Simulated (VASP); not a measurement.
# Ca (Fm-3m) in VASP: a series of runs

The runs below take Ca through relaxation of cell and atoms, with PBEsol.

All numbers are computed with VASP 6.6.1; they aren't measurements. Logs are shortened: lines on timing, memory, paths and dates and some standing lists are left out, and cuts for length are marked.

## Step 1: The cell of the first run

It takes space group Fm-3m (No. 225, cubic). Conventional cell: a = 5.456 Å, b = 5.456 Å, c = 5.456 Å, α = 90.00°, β = 90.00°, γ = 90.00°. Ca (site symmetry m-3m) has 12 Ca at 3.86 Å within 5.1 Å.

## Step 2: Relaxation of cell and atoms, PBEsol, target pressure 7 GPa, at which the enthalpy is minimised

File INCAR:

```
SYSTEM = Ca
PREC = Accurate ; ENCUT = 600
EDIFF = 1E-6 ; ISMEAR = -1
SIGMA = 0.08 ; LREAL = .FALSE.
LASPH = .TRUE. ; NELM = 100
ALGO = Normal ; ISIF = 3
LWAVE = .FALSE. ; LCHARG = .FALSE.
GGA = PS ; IBRION = 2
NSW = 100 ; EDIFFG = -0.002
PSTRESS = 70.0
```

File KPOINTS:

```
regular mesh
0
G
  18 18 18
  0 0 0
```

File POSCAR:

```
Ca
1.0
    0.0000000000      2.7277947334      2.7277947334
    2.7277947334      0.0000000000      2.7277947334
    2.7277947334      2.7277947334      0.0000000000
Ca
1
Direct
    0.0000000000      0.0000000000      0.0000000000
```

Potentials or basis: VASP PAW PBE potentials, release 64 (Ca_sv).

Command:

```sh
$ cat potpaw_PBE.64/Ca_sv/POTCAR > POTCAR
$ mpirun -np 1 vasp_std > vasp.out
```

OUTCAR:

```text
SYSTEM = Ca
   PREC = Accurate
   ENCUT = 600
   EDIFF = 1E-6
   ISMEAR = -1
   LREAL = .FALSE.
   LASPH = .TRUE.
   NELM = 100
   ISIF = 3
   GGA = PS
   IBRION = 2
   NSW = 100
   EDIFFG = -0.002
   PSTRESS = 70.0

 ion  position               nearest neighbor table
   1  0.000  0.000  0.000-

  LATTYP: Found a face centered cubic cell.
 ALAT       =     5.4555894668

  Lattice vectors:

 A1 = (   0.0000000000,   2.7277947334,   2.7277947334)
 A2 = (   2.7277947334,   0.0000000000,   2.7277947334)
 A3 = (   2.7277947334,   2.7277947334,   0.0000000000)

Analysis of symmetry for initial positions (statically):
=====================================================================
 Subroutine PRICEL returns:
 Original cell was already a primitive cell.

 Routine SETGRP: Setting up the symmetry group for a
 face centered cubic supercell.

 Subroutine GETGRP returns: Found 48 space group operations
 (whereof 48 operations were pure point group operations)
 out of a pool of 48 trial point group operations.

The static configuration has the point symmetry O_h .

Analysis of symmetry for dynamics (positions and initial velocities):
=====================================================================
 Subroutine PRICEL returns:
 Original cell was already a primitive cell.

 Routine SETGRP: Setting up the symmetry group for a
 face centered cubic supercell.

 Subroutine GETGRP returns: Found 48 space group operations
 (whereof 48 operations were pure point group operations)
 out of a pool of 48 trial point group operations.

The dynamic configuration has the point symmetry O_h .

 Subroutine INISYM returns: Found 48 space group operations
 (whereof 48 operations are pure point group operations),
 and found     1 'primitive' translations

----------------------------------------------------------------------------------------

                                     Primitive cell

  volume of cell :      40.5943

  direct lattice vectors                    reciprocal lattice vectors
     0.000000000  2.727794733  2.727794733    -0.183298250  0.183298250  0.183298250
     2.727794733  0.000000000  2.727794733     0.183298250 -0.183298250  0.183298250
     2.727794733  2.727794733  0.000000000     0.183298250  0.183298250 -0.183298250

  length of vectors
     3.857684307  3.857684307  3.857684307     0.317481881  0.317481881  0.317481881

  position of ions in fractional coordinates (direct lattice)
     0.000000000  0.000000000  0.000000000

  ion indices of the primitive-cell ions
   primitive index   ion index
                 1           1

----------------------------------------------------------------------------------------

 KPOINTS: regular mesh

Automatic generation of k-mesh.
 Grid dimensions read from file:
 generate k-points for:   18   18   18

 Generating k-lattice:

  Cartesian coordinates                     Fractional coordinates (reciprocal lattice)
    -0.010183236  0.010183236  0.010183236     0.055555556  0.000000000  0.000000000
     0.010183236 -0.010183236  0.010183236     0.000000000  0.055555556  0.000000000
     0.010183236  0.010183236 -0.010183236     0.000000000  0.000000000  0.055555556

  Length of vectors
     0.017637882  0.017637882  0.017637882

  Shift w.r.t. Gamma in fractional coordinates (k-lattice)
     0.000000000  0.000000000  0.000000000

 Subroutine IBZKPT returns following result:
 ===========================================

 Found    195 irreducible k-points:

 Following reciprocal coordinates:
            Coordinates               Weight
  0.000000  0.000000  0.000000      1.000000
  0.055556  0.000000  0.000000      8.000000
  0.111111  0.000000  0.000000      8.000000
  0.166667  0.000000  0.000000      8.000000
  0.222222  0.000000  0.000000      8.000000
  0.277778  0.000000  0.000000      8.000000
[... 16 lines left out ...]
 -0.277778  0.055556  0.000000     24.000000
 -0.222222  0.055556  0.000000     24.000000
 [... further k-points ...]
   k-points           NKPTS =    195   k-points in BZ     NKDIM =    195   number of bands    NBANDS=      9
   number of dos      NEDOS =    301   number of ions     NIONS =      1
   total plane-waves  NPLWV =  32768
   dimension x,y,z NGX =    32 NGY =   32 NGZ =   32
   dimension x,y,z NGXF=    64 NGYF=   64 NGZF=   64
   ions per type =               1
   NGX,Y,Z   is equivalent  to a cutoff of  13.79, 13.79, 13.79 a.u.
   NGXF,Y,Z  is equivalent  to a cutoff of  27.58, 27.58, 27.58 a.u.
 SYSTEM =  Ca
   PREC   = accura    normal or accurate (medium, high low for compatibility)
   ISTART =      0    job   : 0-new  1-cont  2-samecut
   ICHARG =      2    charge: 1-file 2-atom 10-const
   ISPIN  =      1    spin polarized calculation?
   LNONCOLLINEAR =      F non collinear calculations
   LSORBIT =      F    spin-orbit coupling
   LASPH  =      T    aspherical Exc in radial PAW
   ENCUT  =  600.0 eV  44.10 Ry    6.64 a.u.   7.70  7.70  7.70*2*pi/ulx,y,z
   NELM   =    100;   NELMIN=  2; NELMDL= -5     # of ELM steps
   EDIFF  = 0.1E-05   stopping-criterion for ELM
   LREAL  =      F    real-space projection
   EDIFFG = -.2E-02   stopping-criterion for IOM
   NSW    =    100    number of steps for IOM
   IBRION =      2    ionic relax: 0-MD 1-quasi-New 2-CG
   NFREE  =      1    steps in history (QN), initial steepest desc. (CG)
   ISIF   =      3    stress and relaxation
   ISYM   =      2    0-nonsym 1-usesym 2-fastsym
   POTIM  = 0.5000    time-step for ionic-motion
   TEBEG  =    0.0;   TEEND  =   0.0 temperature during run
   PSTRESS=   70.0 pullay stress
   NELECT =      10.0000    total number of electrons
   NUPDOWN=      -1.0000    fix difference up-down
   EMIN   =  10.00;   EMAX   =-10.00  energy-range for DOS
   EFERMI =   0.00;   METHOD = LEGACY
   ISMEAR =    -1;   SIGMA  =   0.08  broadening in eV -4-tet -1-fermi 0-gaus
   EFERMI_NEDOS =   21; number of points for ismear=-14 and -15
   IALGO  =     38    algorithm
   IMIX   =      4    mixing-type and parameters
     AMIX     =   0.40;   BMIX     =  1.00
     AMIX_MAG =   1.60;   BMIX_MAG =  1.00
  volume/ion in A,a.u.               =      40.59       273.94
  Fermi-wavevector in a.u.,A,eV,Ry     =   1.026250  1.939331 14.329506  1.053189
  Thomas-Fermi vector in A             =   2.160133
   LORBIT       =      0    0 simple, 1 ext, 2 COOP (PROOUT), +10 PAW based schemes
   GGA     = PS    functional components
   LHFCALC =     F    Hartree Fock is set to
   AEXX    =    0.0000 exact exchange contribution
   IVDW    =     0    specifies the selected vdW correction
   LEPSILON=     F    determine dielectric tensor
   LRPA    =     F    only Hartree local field effects (RPA)
 conjugate gradient relaxation of ions
 non-spin polarized calculation
  energy-cutoff  :      600.00
  volume of cell :       40.59
 maximum number of plane-waves:      1377
   NGX = 15   NGY = 15   NGZ = 15

--------------------------------------- Ionic step        1  -------------------------------------------

 number of electron      10.0000000 magnetization

 Free energy of the ion-electron system (eV)
  ---------------------------------------------------
  ext. energy  EPLUGINS =         0.00000000
  ---------------------------------------------------
  free energy    TOTEN  =        -2.14765922 eV

  energy without entropy =       -2.12111498  energy(sigma->0) =       -2.13438710

------------------------ aborting loop because EDIFF is reached ----------------------------------------

  FORCE on cell =-STRESS in cart. coord.  units (eV):
  Direction    XX          YY          ZZ          XY          YZ          ZX
  --------------------------------------------------------------------------------------
  -------------------------------------------------------------------------------------
  Total        0.0039219      0.0039219      0.0039219      0.0000000      0.0000000      0.0000000
  in kB        0.1547897      0.1547897      0.1547897      0.0000000      0.0000000      0.0000000
  external PRESSURE =     -69.8452103 kB  Pullay stress =      70.0000000 kB
[... 90 lines left out ...]
  FREE ENERGIE OF THE ION-ELECTRON SYSTEM (eV)
  ---------------------------------------------------
  free  energy   TOTEN  =        -1.9760101087 eV

  energy  without entropy=       -1.9562482141  energy(sigma->0) =       -1.96612916

  enthalpy is  TOTEN    =        -0.6079822656 eV   P V=        1.3680278431

[... ionic steps 4 to 17 ...]

--------------------------------------- Ionic step       18  -------------------------------------------

 number of electron      10.0000000 magnetization

------------------------ aborting loop because EDIFF is reached ----------------------------------------

  FORCE on cell =-STRESS in cart. coord.  units (eV):
  Direction    XX          YY          ZZ          XY          YZ          ZX
  --------------------------------------------------------------------------------------
  -------------------------------------------------------------------------------------
  Total        1.3663056      1.3663056      1.3663056      0.0000000      0.0000000     -0.0000000
  in kB       69.8276236     69.8276236     69.8276236      0.0000000      0.0000000     -0.0000000
  external PRESSURE =      -0.1723764 kB  Pullay stress =      70.0000000 kB
[... 59 lines left out ...]
  enthalpy is  TOTEN    =        -0.6079824803 eV   P V=        1.3692730804

--------------------------------------- Ionic step       20  -------------------------------------------

 number of electron      10.0000000 magnetization

 Free energy of the ion-electron system (eV)
  ---------------------------------------------------
  ext. energy  EPLUGINS =         0.00000000
  ---------------------------------------------------
  free energy    TOTEN  =        -1.97702049 eV

  energy without entropy =       -1.95722807  energy(sigma->0) =       -1.96712428

 E-fermi :   3.2328     XC(G=0):  -8.8188

 val. band max:        3.2225406799   @ k =  -0.3889   0.2778   0.0556
 cond. band min:       3.2771004549   @ k =  -0.4444   0.2222   0.0000
 fundamental gap:      0.0545597750
 Fermi energy:         3.2328127468

 k-point     1 :       0.0000    0.0000    0.0000
  band No.  band energies     occupation
      1     -37.9834      2.00000
      2     -18.8907      2.00000
      3     -18.8907      2.00000
      4     -18.8907      2.00000
      5      -1.3256      2.00000
      6       5.8974      0.00000
      7       5.8974      0.00000
      8       5.8974      0.00000
      9       7.4182      0.00000
[... 265 lines left out ...]
 k-point    24 :      -0.2222    0.0556    0.0000
  band No.  band energies     occupation
      1     -37.9571      2.00000
      2     -19.0849      2.00000
      3     -18.9280      2.00000
      4     -18.9109      2.00000
      5      -0.0635      2.00000
      6       4.7964      0.00000
      7       6.0191      0.00000
      8       6.1612      0.00000
      9       7.1576      0.00000

 [... further k-points ...]

------------------------ aborting loop because EDIFF is reached ----------------------------------------

  FORCE on cell =-STRESS in cart. coord.  units (eV):
  Direction    XX          YY          ZZ          XY          YZ          ZX
  --------------------------------------------------------------------------------------
  -------------------------------------------------------------------------------------
  Total        1.3687047      1.3687047      1.3687047      0.0000000     -0.0000000     -0.0000000
  in kB       69.9829906     69.9829906     69.9829906      0.0000000     -0.0000000     -0.0000000
  external PRESSURE =      -0.0170094 kB  Pullay stress =      70.0000000 kB
[... 16 lines left out ...]
  FREE ENERGIE OF THE ION-ELECTRON SYSTEM (eV)
  ---------------------------------------------------
  free  energy   TOTEN  =        -1.9770204879 eV

  energy  without entropy=       -1.9572280724  energy(sigma->0) =       -1.96712428

  enthalpy is  TOTEN    =        -0.6079831456 eV   P V=        1.3690373422

 reached required accuracy - stopping structural energy minimisation
```

Wall time 10 min (1 thread of Intel Xeon Platinum 8259CL at 2.50GHz (Skylake/Cascade Lake), shared host); peak memory 0.26 GiB.

What came out:

```yaml
Free_energy: -1.9770 eV
Relaxed_volume: 31.33 Å³/atom
Relaxed_cell: a = 3.539 Å, b = 3.539 Å, c = 3.539 Å, α = 60.00°, β = 60.00°, γ = 60.00°
Space_group_after_relaxing_to_0.1_Å: Fm-3m (No. 225)
Energy_change_on_relaxing_the_run_minimises_the_enthalpy: +170.6 meV/atom
Ionic_steps: 20
Pressure_after_relaxing: 7.0 GPa
```

Step by step:
```
step  energy change (eV)  largest force (eV/Å)  pressure (GPa)  volume (Å³)
   1              0.0000                0.0000            0.02        40.59
   2              0.1829                0.0000            7.32        31.06
   3              0.1716                0.0000            7.02        31.31
   4              0.1643                0.0000            6.82        31.48
   5              0.1644                0.0000            6.78        31.48
   6              0.1649                0.0000            6.83        31.47
   7              0.1649                0.0000            6.83        31.47
   8              0.1649                0.0000            6.83        31.47
   9              0.1649                0.0000            6.83        31.47
  10              0.1650                0.0000            6.82        31.47
  11              0.1651                0.0000            6.81        31.46
  12              0.1653                0.0000            6.85        31.46
  13              0.1658                0.0000            6.85        31.45
  14              0.1668                0.0000            6.87        31.42
  15              0.1687                0.0000            6.94        31.38
  16              0.1726                0.0000            7.05        31.29
  17              0.1709                0.0000            7.02        31.33
  18              0.1700                0.0000            6.98        31.35
  19              0.1704                0.0000            6.98        31.34
  20              0.1706                0.0000            7.00        31.33
```

Final structure:
```yaml
crystal:
  lattice:
    - [0.00000, 2.50226, 2.50226]
    - [2.50226, 0.00000, 2.50226]
    - [2.50226, 2.50226, 0.00000]
  atoms:
    - { symbol: Ca, position: [0.00000, 0.00000, 0.00000] }
```

Caveat: the cell is relaxed towards a set pressure, so the run minimises the enthalpy, not the energy; the volume moved by over 15 % at a fixed basis, so the end points are rough; the PAW data sets were made with another functional, which shifts forces and pressure a little.

## Step 3: Relaxation of cell and atoms, PBEsol, target pressure 10 GPa, at which the enthalpy is minimised

File INCAR:

```
SYSTEM = Ca
PREC = Accurate ; ENCUT = 600
EDIFF = 1E-6 ; ISMEAR = -1
SIGMA = 0.08 ; LREAL = .FALSE.
LASPH = .TRUE. ; NELM = 80
ALGO = Normal ; ISIF = 3
LWAVE = .FALSE. ; LCHARG = .FALSE.
GGA = PS ; IBRION = 2
NSW = 100 ; EDIFFG = -0.002
PSTRESS = 100.0
```

KPOINTS is that of step 2.

POSCAR is that of step 2.

Potentials or basis: VASP PAW PBE potentials, release 64 (Ca_sv).

Command:

```sh
$ cat potpaw_PBE.64/Ca_sv/POTCAR > POTCAR
$ mpirun -np 1 vasp_std > vasp.out
```

Wall time 8.4 min (1 thread of Intel Xeon Platinum 8259CL at 2.50GHz (Skylake/Cascade Lake), shared host); peak memory 0.26 GiB.

Results (log left out):

* Free energy: -1.8615 eV
* Relaxed volume: 29.14 Å³/atom
* Relaxed cell: a = 3.454 Å, b = 3.454 Å, c = 3.454 Å, α = 60.00°, β = 60.00°, γ = 60.00°
* Space group after relaxing (to 0.1 Å): Fm-3m (No. 225)
* Energy change on relaxing (the run minimises the enthalpy): +286.1 meV/atom
* Ionic steps: 17
* Pressure after relaxing: 10.0 GPa

The path:
```
step  energy change (eV)  largest force (eV/Å)  pressure (GPa)  volume (Å³)
   1              0.0000                0.0000            0.02        40.59
   2              0.4046                0.0000           12.88        27.47
   3              0.2907                0.0000           10.11        29.07
   4              0.2779                0.0000            9.79        29.27
   5              0.2780                0.0000            9.76        29.27
   6              0.2785                0.0000            9.81        29.26
   7              0.2785                0.0000            9.80        29.26
   8              0.2785                0.0000            9.80        29.26
   9              0.2785                0.0000            9.80        29.26
  10              0.2786                0.0000            9.80        29.26
  11              0.2787                0.0000            9.79        29.26
  12              0.2788                0.0000            9.78        29.26
  13              0.2792                0.0000            9.83        29.25
  14              0.2800                0.0000            9.83        29.24
  15              0.2815                0.0000            9.88        29.21
  16              0.2847                0.0000            9.96        29.16
  17              0.2861                0.0000           10.00        29.14
```

Final structure:
```
Ca
1.0
     0.00000    2.44238    2.44238
     2.44238    0.00000    2.44238
     2.44238    2.44238    0.00000
Ca
1
Direct
  0.00000 0.00000 0.00000
```

Levels at points of the mesh, in eV from the Fermi level:
```tsv
k point	band 1	band 2	band 3	band 4	band 5	band 6	band 7	band 8	band 9
(0.00, 0.00, 0.00)	-41.09	-21.95	-21.95	-21.95	-4.66	2.74	2.74	2.74	4.38
(0.50, 0.00, 0.00)	-41.02	-22.46	-22.02	-22.02	-1.24	0.36	2.55	2.55	5.45
(0.50, 0.50, 0.00)	-40.99	-22.43	-22.13	-22.13	-1.00	0.18	1.94	5.45	5.74
```

Caveat: the cell is relaxed towards a set pressure, so the run minimises the enthalpy, not the energy; the volume moved by over 15 % at a fixed basis, so the end points are rough; the PAW data sets were made with another functional, which shifts forces and pressure a little.

(Continued in part 2 of 2.)
